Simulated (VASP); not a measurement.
Here is a VASP 6.6.1 calculation.

The input INCAR:

```
PREC = Accurate
ENCUT = 520
EDIFF = 1E-6
ISMEAR = 0
SIGMA = 0.023
LREAL = False
LASPH = True
NELM = 60
ALGO = Normal
ISIF = 2
LWAVE = False
LCHARG = False
GGA = PE
NBANDS = 11
```

File KPOINTS:

```
regular mesh
0
Gamma
  13 13 8
```

Contents of POSCAR:

```
C
1.0
    2.1273203072     -1.2282824400      0.0000000000
    2.1273203072      1.2282824400      0.0000000000
   -1.3790696309      0.0000000000      3.5028300786
C
2
Direct
    0.1666444700      0.1666444700      0.9999069600
    0.8333555300      0.8333555300      0.0000930400
```

Potentials or basis: VASP PAW PBE potentials, release 64 (C).

Launch:

```bash
$ cat potpaw_PBE.64/C/POTCAR > POTCAR
$ mpirun -np 1 vasp_std > vasp.out
```

(1) Predict the pressure.

(2) Estimate the largest force.

Results:

(1) 4.2 GPa.

(2) 0.004 eV/Å.

Caveat: this functional lacks dispersion, which binds the layers, so the pressure and a relaxed spacing across them are unreliable.
